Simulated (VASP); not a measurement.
Input of a VASP 6.6.1 run:

Contents of INCAR:

```
PREC = Accurate ; ENCUT = 600
EDIFF = 1E-6 ; ISMEAR = -1
SIGMA = 0.05 ; LREAL = F
LASPH = T ; NELM = 200
ALGO = Normal ; ISIF = 2
LWAVE = F ; LCHARG = F
ISPIN = 2 ; MAGMOM = 4 4
LORBIT = 11 ; NUPDOWN = 8.0
LMAXMIX = 4 ; GGA = PS
NBANDS = 26 ; GGA_COMPAT = F
```

KPOINTS

```
regular mesh
0
Gamma
  10 10 6
```

File POSCAR:

```
Mn
1.0
    2.4836457705      0.0000000000      0.0000000000
   -1.2418228853      2.1509003313      0.0000000000
    0.0000000000      0.0000000000      4.0261950000
Mn
2
Direct
    0.3333333333      0.6666666667      0.2500000000
    0.6666666667      0.3333333333      0.7500000000
```

Potentials or basis: VASP PAW PBE potentials, release 64 (Mn_sv).

Command:

```console
$ cat potpaw_PBE.64/Mn_sv/POTCAR > POTCAR
$ mpirun -np 1 vasp_std > vasp.out
```

Task: Predict the pressure.

Result: 89.8 GPa.

Stress tensor (GPa, compression positive):
```
89.96  0.00  0.00
 0.00 89.96  0.00
 0.00  0.00 89.50
```

Caveat: the PAW data sets were made with another functional, which shifts forces and pressure a little; the total moment is fixed, so each spin has its own Fermi level.
